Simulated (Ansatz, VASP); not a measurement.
# Two plane-wave programs on Na3Zn2N

```
Na Zn N
1.0
     5.49852    0.00000    0.00000
    -2.74926    4.76185    0.00000
     0.00000    0.00000    3.72331
Na Zn N
3 2 1
Direct
  0.50000 0.00000 0.50000
  0.00000 0.50000 0.50000
  0.50000 0.50000 0.50000
  0.33333 0.66667 0.00000
  0.66667 0.33333 0.00000
  0.00000 0.00000 0.00000
```

Change from the starting cell: species swapped into the LaGe2Ir3 type (P6/mmm, No. 191).

Alike in both runs: task single point; functional PBE; k mesh 6 × 6 × 6; occupations gaussian, width 0.1 eV; collinear spin.

```csv
,VASP,Ansatz
version,VASP 6.6.1,Ansatz 0.2.0
potentials or method,"VASP PAW PBE potentials, release 64 (Na_pv, Zn, N), cutoff 520 eV","scalar-relativistic, plane waves, PAW"
valence electrons in the cell,50,56
```

Ansatz gave:

* gap on the k mesh at the Fermi level (eV): none
* pressure (GPa): 20.6
* traceless stress, the component that is largest in VASP (GPa): 13.45
* net moment per atom (μB): 0.18
* size of the moment on the site where the two differ most (μB): 1.16

Question: Estimate VASP's values.

Answer: gap on the k mesh at the Fermi level (eV): none; pressure (GPa): 20.8; traceless stress, the component that is largest in VASP (GPa): 13.52; net moment per atom (μB): 0.18; size of the moment on the site where the two differ most (μB): 0.81.

Site moments also hang on the region over which each program counts them. A gap of «none» marks a metal or a gap that the smearing closes. The functional is the same, so the differences come from potentials, cutoffs and numerics. VASP's potentials hold 50 valence electrons a cell and Ansatz's 56, so a difference there can come from the potentials and not from the codes.
